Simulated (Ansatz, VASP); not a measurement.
## Two plane-wave programs on Al3Cu

```
CELL_PARAMETERS angstrom
3.89235 0.12164 0.00000
0.12164 3.89235 0.00000
0.00000 0.00000 3.89235
ATOMIC_POSITIONS crystal
Al 0.00000 0.50000 0.50000
Al 0.50000 0.00000 0.50000
Al 0.50000 0.50000 0.00000
Cu 0.00000 0.00000 0.00000
```

Change from the starting cell: strain +0.0625 x Voigt [0, 0, 0, 0, 0, 1], atoms carried along.

Alike in both runs: task single point; functional PBEsol; k mesh 12 × 12 × 12; occupations gaussian, width 0.15 eV; no spin polarisation.

```csv
,VASP,Ansatz
version,VASP 6.6.1,Ansatz 0.2.0
potentials or method,"VASP PAW PBE potentials, release 64 (Al, Cu), cutoff 520 eV","scalar-relativistic, plane waves, PAW"
valence electrons in the cell,20,28
```

|  | VASP | Ansatz | Ansatz less VASP |
| --- | --- | --- | --- |
| gap on the k mesh at the Fermi level (eV) | none | none | - |
| pressure (GPa) | 0.7 | 0.4 | -0.33 |
| traceless stress, the component that is largest in VASP (GPa) | -1.94 | -1.89 | +0.047 |

VASP's potentials were made for PBE, not for PBEsol. A gap of «none» marks a metal or a gap that the smearing closes. VASP's potentials hold 20 valence electrons a cell and Ansatz's 28, so a difference there can come from the potentials and not from the codes.
